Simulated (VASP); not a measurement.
Here is a VASP 6.6.1 calculation.

Contents of INCAR:

```
  PREC = Accurate
  ENCUT = 520
  EDIFF = 1E-6
  ISMEAR = -1
  SIGMA = 0.3
  LREAL = False
  LASPH = True
  NELM = 80
  ALGO = Normal
  ISIF = 2
  LWAVE = False
  LCHARG = True
  GGA = CA
  LELF = True
  LVHAR = True
  NBANDS = 64
```

The input KPOINTS:

```
regular mesh
0
Gamma
  2 2 2
```

File POSCAR:

```
WS2
1.0
   -3.3086040000     -1.9102230000      6.4572600000
    3.3086040000     -1.9102230000      6.4572600000
    0.0000000000      3.8204460000      6.4572600000
W S
4 8
Direct
   -0.0208267874     -0.0689739818      0.0745621075
    0.5039839651      0.4938588489     -0.0033497938
    0.4984025385      0.0175350790      0.4618455289
    0.0338413771      0.5653948661      0.4520610563
    0.2035387201      0.2696995541      0.2948584107
    0.4275900421      0.3699222161      0.4794535137
    0.7523642022      0.7008016701      0.2709555042
    0.8797477424      0.9830843762      0.3806426679
    0.7136394986      0.3075770021      0.7418377979
    0.9895334500      0.3478731002      0.8559850741
    0.2641376643      0.7571250390      0.7524617557
    0.3559096826      0.8938707079      0.9839843952
```

Potentials or basis: VASP PAW LDA potentials, release 64 (W_sv, S).

Run with:

```sh
$ cat potpaw_LDA.64/W_sv/POTCAR potpaw_LDA.64/S/POTCAR > POTCAR
$ mpirun -np 1 vasp_std > vasp.out
```

(1) Predict the largest force.

(2) What does it give for the pressure?

Results:

(1) 7.100 eV/Å.

(2) -3.3 GPa.

Caveat: the k points lie up to 0.57 Å⁻¹ apart; so wide a smearing shifts energies and pressures; forces of over 1 eV/Å act on the atoms, so gaps and moduli don't describe the material at rest.
